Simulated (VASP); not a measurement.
The system is Sn.

```
Sn
1.0
     3.24959    0.00000    0.00000
    -1.62479    2.81422    0.00000
     0.00000    0.00000    5.69138
Sn
2
Direct
  0.00000 0.00000 0.75361
  0.00000 0.00000 0.24639
```

The cell was built from a structure type or drawn by symmetry, and may not be a known phase.

* Program: VASP 6.6.1
* Task: relaxation of cell and atoms
* Functional: PBE
* Potentials or basis: VASP PAW PBE potentials, release 64 (Sn_d)
* Cutoff: 600 eV
* k mesh: 6 × 6 × 4
* Occupations: gaussian, width 0.1 eV
* Spin: no spin polarisation

At the start: pressure 6.1 GPa; volume 26.02 Å³/atom.

**Question.** How do energy, volume and symmetry change on relaxing?

**Answer.** Over 10 steps the energy falls by 177.0 meV/atom and the volume is 28.71 Å³/atom (+10.3 %); space group P6/mmm (No. 191, to 0.1 Å) before and after.

The path:
```tsv
step	energy change (eV)	largest force (eV/Å)	pressure (GPa)	volume (Å³)
1	0.0000	0.4224	6.08	52.05
2	-0.2516	0.0004	-1.46	59.77
3	-0.2555	0.0097	-2.57	61.20
4	-0.2735	0.0082	-2.01	61.36
5	-0.3179	0.0590	-2.70	61.35
6	-0.3516	0.0595	0.34	57.14
7	-0.3521	0.0602	-0.01	57.54
8	-0.3536	0.0431	0.05	57.34
9	-0.3538	0.0479	0.03	57.39
10	-0.3539	0.0297	0.01	57.42
```

Final structure:
```
Sn
1.0
     3.22013    0.00000    0.00000
    -1.61007    2.78872    0.00000
     0.00000    0.00000    6.39421
Sn
2
Direct
  0.00000 0.00000 0.74943
  0.00000 0.00000 0.25057
```

Caveat: the k points lie up to 0.38 Å⁻¹ apart in the final cell, too coarse for converged energies and pressures of a metal.
